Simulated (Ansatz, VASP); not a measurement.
**One calculation of Cs, two programs**

```
Cs
1.0
     0.00000    3.79808    3.79808
     3.79808    0.00000    3.79808
     3.79808    3.79808    0.00000
Cs
1
Direct
  0.00000 0.00000 0.00000
```

Alike in both runs: functional PBEsol; k mesh 12 × 12 × 12; occupations gaussian, width 0.1 eV; no spin polarisation.

Ansatz relaxed the structure, and its values are those at the end. VASP's run is a single point on that final structure, the one shown.

|  | VASP | Ansatz |
| --- | --- | --- |
| version | VASP 6.6.1 | Ansatz 0.2.0 |
| potentials or method | VASP PAW PBE potentials, release 64 (Cs_sv), cutoff 520 eV | scalar-relativistic, plane waves, PAW |
| valence electrons in the cell | 9 | 9 |

|  | VASP | Ansatz | Ansatz less VASP |
| --- | --- | --- | --- |
| gap on the k mesh at the Fermi level (eV) | none | none | - |
| pressure (GPa) | 0.0 | 0.0 | +0.01 |

VASP's potentials were made for PBE, not for PBEsol. A gap of «none» marks a metal or a gap that the smearing closes. The functional is the same, so the differences come from potentials, cutoffs and numerics.

Spin-orbit coupling is off throughout.
